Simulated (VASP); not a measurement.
# W: single point with r2SCAN+rVV10

The system is W.

```xyz
1
Lattice="-1.5806 1.5806 1.5806 1.5806 -1.5806 1.5806 1.5806 1.5806 -1.5806" Properties=species:S:1:pos:R:3 pbc="T T T"
W     0.0000    0.0000    0.0000
```

- Program: VASP 6.6.1
- Task: single point
- Functional: r2SCAN
- Dispersion: rVV10
- Potentials or basis: VASP PAW PBE potentials, release 64 (W_sv)
- Cutoff: 520 eV
- k mesh: 18 × 18 × 18
- Occupations: gaussian, width 0.1 eV
- Spin: no spin polarisation
- Dipole correction: no
- Further INCAR settings: ALGO = Normal; EDIFF = 1e-06; NBANDS = 13

```json
{"Pressure": "1.9 GPa", "Band gap on the k mesh": "zero (band 7 reaches 16.71 eV, above the bottom of band 8 at 10.05 eV)"}
```

Levels at points of the mesh, in eV from the Fermi level:
| k point | band 5 | band 6 | band 7 | band 8 | band 9 | band 10 |
| --- | --- | --- | --- | --- | --- | --- |
| (0.00, 0.00, 0.00) | -10.16 | -1.28 | -1.28 | -1.28 | 2.58 | 2.58 |
| (0.50, 0.00, 0.00) | -6.59 | -3.76 | 0.53 | 2.42 | 3.48 | 6.40 |
| (0.50, 0.50, 0.50) | -6.05 | -6.05 | 5.39 | 5.39 | 5.39 | 8.57 |

Run time: 55 s on 1 thread of Intel(R) Xeon(R) 6975P-C (Granite Rapids), with other jobs on the host, peak memory 0.21 GiB.

Caveat: the PAW data sets were made with another functional, which shifts forces and pressure a little; spin-orbit coupling is left out, which moves the levels of the heavy elements.
